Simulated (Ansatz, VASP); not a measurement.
# Fe in VASP and in Ansatz

INCAR

```
PREC = Accurate
ENCUT = 520
EDIFF = 1E-7
ISMEAR = 0
SIGMA = 0.022
LREAL = F
LASPH = T
NELM = 150
ALGO = Fast
ISIF = 2
LWAVE = F
LCHARG = F
ISPIN = 2
MAGMOM = 3
LORBIT = 11
LMAXMIX = 4
GGA = PE
NBANDS = 14
```

File KPOINTS:

```
regular mesh
0
Gamma
  13 13 13
```

The input POSCAR:

```
Fe
1.0
    0.0000000000      1.9417396906      1.9651051623
    1.4984397099      0.0000000000      1.9651051623
    1.4984397099      1.9417396906      0.0000000000
Fe
1
Direct
    0.0000000000      0.0000000000      0.0000000000
```

input.yaml

```yaml
crystal:
  lattice:
    - [0.0, 1.9417396906, 1.9651051623]
    - [1.4984397099, 0.0, 1.9651051623]
    - [1.4984397099, 1.9417396906, 0.0]
  atoms:
    - { symbol: Fe, position: [0.0, 0.0, 0.0], spin: 3.0 }
hamiltonian:
  xc: pbe
  pseudopotentials: { kind: paw }
magnetization:
  spin_polarized: true
kpoints:
  mp_grid: { grid: [13, 13, 13] }
scf:
  occupations: { method: gaussian, width: 0.022 }
output:
  forces: true
  stress: true
  eigenvalues: true
```

Alike in both runs: task single point; functional PBE; k mesh 13 × 13 × 13; occupations gaussian, width 0.022 eV; collinear spin.

```csv
,VASP,Ansatz
version,VASP 6.6.1,Ansatz 0.2.0
potentials or method,"VASP PAW PBE potentials, release 64 (Fe)",Ansatz PAW
plane-wave cutoff (eV),520,420
valence electrons in the cell,8,16
```

```csv
,VASP,Ansatz,Ansatz less VASP
gap on the k mesh at the Fermi level (eV),none,none,-
pressure (GPa),-1.2,-1.3,-0.13
"traceless stress, the component that is largest in VASP (GPa)",-5.15,-5.34,-0.192
net moment per atom (μB),2.19,2.17,-0.025
size of the moment on the site where the two differ most (μB),2.19,2.21,+0.022
```

Site moments also hang on the region over which each program counts them. A gap of «none» marks a metal or a gap that the smearing closes. VASP's potentials hold 8 valence electrons a cell and Ansatz's 16, so a difference there can come from the potentials and not from the codes.
